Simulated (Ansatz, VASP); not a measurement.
## One calculation of InAs, two programs

```xyz
2
Lattice="0.0000 3.0180 3.0784 3.0180 0.0000 3.0784 3.0180 3.0180 0.0000" Properties=species:S:1:pos:R:3 pbc="T T T"
In    0.0000    0.0000    0.0000
As    4.5270    4.5270    4.6175
```

Alike in both runs: task single point; functional PBEsol; k mesh 6 × 6 × 6; occupations fermi-dirac, width 0.05 eV; no spin polarisation.

```csv
,VASP,Ansatz
version,VASP 6.6.1,Ansatz 0.2.0
potentials or method,"VASP PAW PBE potentials, release 64 (In_d, As)",Ansatz PAW
plane-wave cutoff (eV),500,420
valence electrons in the cell,18,28
```

```tsv
	VASP	Ansatz	Ansatz less VASP
gap on the k mesh at the Fermi level (eV)	none	none	-
pressure (GPa)	0.5	0.4	-0.09
traceless stress, the component that is largest in VASP (GPa)	-0.45	-0.45	-0.001
```

VASP's potentials were made for PBE, not for PBEsol. A gap of «none» marks a metal or a gap that the smearing closes. VASP's potentials hold 18 valence electrons a cell and Ansatz's 28, so a difference there can come from the potentials and not from the codes.
